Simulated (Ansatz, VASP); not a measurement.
**One calculation of Ga2Te2O, two programs**

```
CELL_PARAMETERS angstrom
5.28031 0.00000 0.00000
-2.64016 4.57289 0.00000
0.00000 0.00000 8.39943
ATOMIC_POSITIONS crystal
Ga 0.00000 0.00000 0.27056
Ga 0.00000 0.00000 0.72944
Te 0.33333 0.66667 0.50000
Te 0.66667 0.33333 0.50000
O 0.00000 0.00000 0.50000
```

Alike in both runs: functional PBE; k mesh 12 × 12 × 6; occupations gaussian, width 0.1 eV; no spin polarisation.

Ansatz relaxed the structure, and its values are those at the end. VASP's run is a single point on that final structure, the one shown.

```csv
,VASP,Ansatz
version,VASP 6.6.1,Ansatz 0.2.0
potentials or method,"VASP PAW PBE potentials, release 64 (Ga_d, Te, O), cutoff 520 eV","scalar-relativistic, plane waves, PAW"
valence electrons in the cell,44,64
```

```csv
,VASP,Ansatz,Ansatz less VASP
gap on the k mesh at the Fermi level (eV),none,none,-
pressure (GPa),0.0,0.0,-0.02
rms of the force components (eV/Å),0.023,0.001,-0.0224
```

A gap of «none» marks a metal or a gap that the smearing closes. The functional is the same, so the differences come from potentials, cutoffs and numerics. VASP's potentials hold 44 valence electrons a cell and Ansatz's 64, so a difference there can come from the potentials and not from the codes. Ansatz's warnings: xc potential rough in thin density.

Neither program's run includes spin-orbit coupling.
